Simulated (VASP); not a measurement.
# NaF (Fm-3m) in VASP: further runs

Runs on NaF. Level: PBE. Tasks: single point.

Program: VASP 6.6.1. These are calculated values, not measurements. Logs are shortened: lines on timing, memory, paths and dates and some standing lists are left out, and cuts for length are marked.

**1. The cell of the first run**

It takes space group Fm-3m (No. 225, cubic). Conventional cell: a = 4.517 Å, b = 4.517 Å, c = 4.517 Å, α = 90.00°, β = 90.00°, γ = 90.00°. Na (site symmetry m-3m) has 6 F at 2.26 Å within 3.0 Å. Within 3.0 Å of F (site symmetry m-3m) lie 6 Na at 2.26 Å.

**2. Single point, PBE (11.52 Å³/atom)**

INCAR reads:

```
SYSTEM = NaF
ALGO = Normal ; EDIFF = 1E-6
ENCUT = 600 ; GGA = PE
GGA_COMPAT = .False. ; ISIF = 2
ISMEAR = 0 ; LASPH = .True.
LCHARG = .True. ; LELF = .True.
LREAL = .False. ; LVHAR = .True.
LWAVE = .False. ; NBANDS = 14
NELM = 120 ; PREC = Accurate
SIGMA = 0.01
```

KPOINTS reads:

```
k-points
0
Gamma
  6 6 6
  0 0 0
```

POSCAR reads:

```
NaF
1.0
    0.0000000000      2.2582979573      2.2582979573
    2.2582979573      0.0000000000      2.2582979573
    2.2582979573      2.2582979573      0.0000000000
Na F
1 1
Direct
    0.0000000000      0.0000000000      0.0000000000
    0.5000000000      0.5000000000      0.5000000000
```

Potentials or basis: VASP PAW PBE potentials, release 64 (Na_pv, F).

The run is started by

```
cat potpaw_PBE.64/Na_pv/POTCAR potpaw_PBE.64/F/POTCAR > POTCAR
mpirun -np 1 vasp_std > vasp.out
```

OUTCAR:

```text
SYSTEM = NaF
   EDIFF = 1E-6
   ENCUT = 600
   GGA = PE
   ISIF = 2
   ISMEAR = 0
   LASPH = .True.
   LREAL = .False.
   NELM = 120
   PREC = Accurate

 ion  position               nearest neighbor table
   1  0.000  0.000  0.000-   2 2.26   2 2.26   2 2.26   2 2.26   2 2.26   2 2.26
   2  0.500  0.500  0.500-   1 2.26   1 2.26   1 2.26   1 2.26   1 2.26   1 2.26

  LATTYP: Found a face centered cubic cell.
 ALAT       =     4.5165959146

  Lattice vectors:

 A1 = (   0.0000000000,   2.2582979573,   2.2582979573)
 A2 = (   2.2582979573,   0.0000000000,   2.2582979573)
 A3 = (   2.2582979573,   2.2582979573,   0.0000000000)

Analysis of symmetry for initial positions (statically):
=====================================================================
 Subroutine PRICEL returns:
 Original cell was already a primitive cell.

 Routine SETGRP: Setting up the symmetry group for a
 face centered cubic supercell.

 Subroutine GETGRP returns: Found 48 space group operations
 (whereof 48 operations were pure point group operations)
 out of a pool of 48 trial point group operations.

The static configuration has the point symmetry O_h .

Analysis of symmetry for dynamics (positions and initial velocities):
=====================================================================
 Subroutine PRICEL returns:
 Original cell was already a primitive cell.

 Routine SETGRP: Setting up the symmetry group for a
 face centered cubic supercell.

 Subroutine GETGRP returns: Found 48 space group operations
 (whereof 48 operations were pure point group operations)
 out of a pool of 48 trial point group operations.

The dynamic configuration has the point symmetry O_h .

 Subroutine INISYM returns: Found 48 space group operations
 (whereof 48 operations are pure point group operations),
 and found     1 'primitive' translations

----------------------------------------------------------------------------------------

                                     Primitive cell

  volume of cell :      23.0342

  direct lattice vectors                    reciprocal lattice vectors
     0.000000000  2.258297957  2.258297957    -0.221405682  0.221405682  0.221405682
     2.258297957  0.000000000  2.258297957     0.221405682 -0.221405682  0.221405682
     2.258297957  2.258297957  0.000000000     0.221405682  0.221405682 -0.221405682

  length of vectors
[... 82 lines left out ...]
   TEBEG  =    0.0;   TEEND  =   0.0 temperature during run
   PSTRESS=    0.0 pullay stress
   NELECT =      14.0000    total number of electrons
   NUPDOWN=      -1.0000    fix difference up-down
   EMIN   =  10.00;   EMAX   =-10.00  energy-range for DOS
   EFERMI =   0.00;   METHOD = LEGACY
   ISMEAR =     0;   SIGMA  =   0.01  broadening in eV -4-tet -1-fermi 0-gaus
   EFERMI_NEDOS =   21; number of points for ismear=-14 and -15
   IALGO  =     38    algorithm
   IMIX   =      4    mixing-type and parameters
     AMIX     =   0.40;   BMIX     =  1.00
     AMIX_MAG =   1.60;   BMIX_MAG =  1.00
  volume/ion in A,a.u.               =      11.52        77.72
  Fermi-wavevector in a.u.,A,eV,Ry     =   1.386733  2.620546 26.164400  1.923029
  Thomas-Fermi vector in A             =   2.511021
   LORBIT       =      0    0 simple, 1 ext, 2 COOP (PROOUT), +10 PAW based schemes
   GGA     = PE    functional components
   LHFCALC =     F    Hartree Fock is set to
   AEXX    =    0.0000 exact exchange contribution
   IVDW    =     0    specifies the selected vdW correction
   LEPSILON=     F    determine dielectric tensor
   LRPA    =     F    only Hartree local field effects (RPA)
 non-spin polarized calculation
 Gauss-broadening in eV      SIGMA  =   0.01
  energy-cutoff  :      600.00
  volume of cell :       23.03
 maximum number of plane-waves:       778
 NGX is ok and might be reduce to    28
   NGX = 13   NGY = 13   NGZ = 13

 number of electron      13.9999998 magnetization

 Free energy of the ion-electron system (eV)
  ---------------------------------------------------
  ext. energy  EPLUGINS =         0.00000000
  ---------------------------------------------------
  free energy    TOTEN  =        -8.51013124 eV

  energy without entropy =       -8.51013124  energy(sigma->0) =       -8.51013124

 E-fermi :  -1.6384     XC(G=0):  -9.5287

 val. band max:       -1.7299013014   @ k =   0.0000   0.0000   0.0000
 cond. band min:       5.0078345953   @ k =   0.0000   0.0000   0.0000
 fundamental gap:      6.7377358967
 Fermi energy:        -1.6383985912

 k-point     1 :       0.0000    0.0000    0.0000
  band No.  band energies     occupation
      1     -21.0427      2.00000
      2     -20.4529      2.00000
      3     -20.4529      2.00000
      4     -20.4529      2.00000
      5      -1.7299      2.00000
      6      -1.7299      2.00000
      7      -1.7299      2.00000
      8       5.0078      0.00000
      9      17.8004      0.00000
     10      17.8004      0.00000
     11      17.8004      0.00000
     12      20.8280      0.00000
     13      23.0927      0.00000
     14      23.0927      0.00000
[... 241 lines left out ...]
      1     -21.0989      2.00000
      2     -20.6071      2.00000
      3     -20.5499      2.00000
      4     -20.1230      2.00000
      5      -2.9135      2.00000
      6      -2.4413      2.00000
      7      -2.3225      2.00000
      8      11.9431      0.00000
      9      12.0537      0.00000
     10      13.7026      0.00000
     11      16.9520      0.00000
     12      20.7111      0.00000
     13      25.4100      0.00000
     14      25.4949      0.00000

------------------------ aborting loop because EDIFF is reached ----------------------------------------

  FORCE on cell =-STRESS in cart. coord.  units (eV):
  Direction    XX          YY          ZZ          XY          YZ          ZX
  --------------------------------------------------------------------------------------
  -------------------------------------------------------------------------------------
  Total        0.9935137      0.9935137      0.9935137     -0.0000000      0.0000000      0.0000000
  in kB       69.1052006     69.1052006     69.1052006     -0.0000000      0.0000000      0.0000000
  external PRESSURE =      69.1052006 kB  Pullay stress =       0.0000000 kB

 VOLUME and BASIS-vectors are now :
 -----------------------------------------------------------------------------
  energy-cutoff  :      600.00
  volume of cell :       23.03
      direct lattice vectors                 reciprocal lattice vectors
     0.000000000  2.258297957  2.258297957    -0.221405682  0.221405682  0.221405682
     2.258297957  0.000000000  2.258297957     0.221405682 -0.221405682  0.221405682
     2.258297957  2.258297957  0.000000000     0.221405682  0.221405682 -0.221405682

 POSITION                                       TOTAL-FORCE (eV/Angst)
 -----------------------------------------------------------------------------------
      0.00000      0.00000      0.00000         0.000000     -0.000000      0.000000
      2.25830      2.25830      2.25830        -0.000000      0.000000     -0.000000
 -----------------------------------------------------------------------------------
    total drift:                                0.000000      0.000000      0.000000

  FREE ENERGIE OF THE ION-ELECTRON SYSTEM (eV)
  ---------------------------------------------------
  free  energy   TOTEN  =        -8.5101312368 eV

  energy  without entropy=       -8.5101312368  energy(sigma->0) =       -8.51013124
```

stdout:

```text
POSCAR found type information on POSCAR NaF
 POSCAR found :  2 types and       2 ions
 scaLAPACK will be used
 LDA part: xc-table for (Slater+PW92), standard interpolation
 POSCAR, INCAR and KPOINTS ok, starting setup
 FFT: planning ... GRIDC
 FFT: planning ... GRID_SOFT
 FFT: planning ... GRID
 WAVECAR not read
 entering main loop
```

Run time: 14 s. Hardware: 1 thread of Intel Xeon 8259CL, shared host; peak memory 0.14 GiB.

Results:

```
Free energy            : -8.5101 eV
Pressure               : 6.9 GPa
Band gap on the k mesh : 6.74 eV
```

Levels at points of the mesh, in eV from the valence-band top:
| k point | band 4 | band 5 | band 6 | band 7 | band 8 | band 9 | band 10 | band 11 |
| --- | --- | --- | --- | --- | --- | --- | --- | --- |
| (0.00, 0.00, 0.00) | -18.72 | 0.00 | 0.00 | 0.00 | 6.74 | 19.53 | 19.53 | 19.53 |
| (0.50, 0.00, 0.00) | -17.96 | -1.76 | -0.30 | -0.30 | 11.27 | 13.14 | 20.96 | 20.96 |
| (0.50, 0.50, 0.00) | -18.79 | -1.39 | -0.44 | -0.44 | 13.57 | 13.81 | 14.39 | 20.80 |

Caveat: the cell stands under pressure.

(Continued in part 2 of 2.)
